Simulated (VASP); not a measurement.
A run of VASP 6.6.1:

Contents of INCAR:

```
SYSTEM = Cd
PREC     = Accurate       ! precision mode
ENCUT    = 600            ! plane-wave cutoff, eV
EDIFF    = 1E-6           ! SCF threshold, eV
ISMEAR   = -1             ! smearing method
SIGMA    = 0.1            ! smearing width, eV
LREAL    = .False.        ! projectors in reciprocal space
LASPH    = .True.         ! aspherical terms in the spheres
NELM     = 80             ! most SCF steps
ALGO     = Normal         ! electronic algorithm
ISIF     = 3              ! what is computed and relaxed
LWAVE    = .False.        ! write WAVECAR
LCHARG   = .False.        ! write CHGCAR
GGA      = PE             ! functional
IBRION   = 2              ! ionic algorithm
NSW      = 60             ! ionic steps
EDIFFG   = -0.005         ! ionic threshold
PSTRESS  = 4200.0
```

The input KPOINTS:

```
regular mesh
0
Gamma
  18 18 10
  0 0 0
```

POSCAR

```
Cd
1.0
    2.3874590936      0.0000000000      0.0000000000
   -1.1937295468      2.0676002256      0.0000000000
    0.0000000000      0.0000000000      3.8676837317
Cd
2
Direct
    0.3333333333      0.6666666667      0.2500000000
    0.6666666667      0.3333333333      0.7500000000
```

Potentials or basis: VASP PAW PBE potentials, release 64 (Cd).

The run is started by

```console
$ cat potpaw_PBE.64/Cd/POTCAR > POTCAR
$ mpirun -np 1 vasp_std > vasp.out
```

Hardware: 1 thread of Oxide Virtual Turin-like Processor, with other jobs on the host.

Q: Estimate the wall time of this run.

A: Run time: 6 min on 1 thread of Oxide Virtual Turin-like Processor (shared host), peak memory 0.16 GiB. Counts: scf iterations 49, k points 222, ion steps 6.
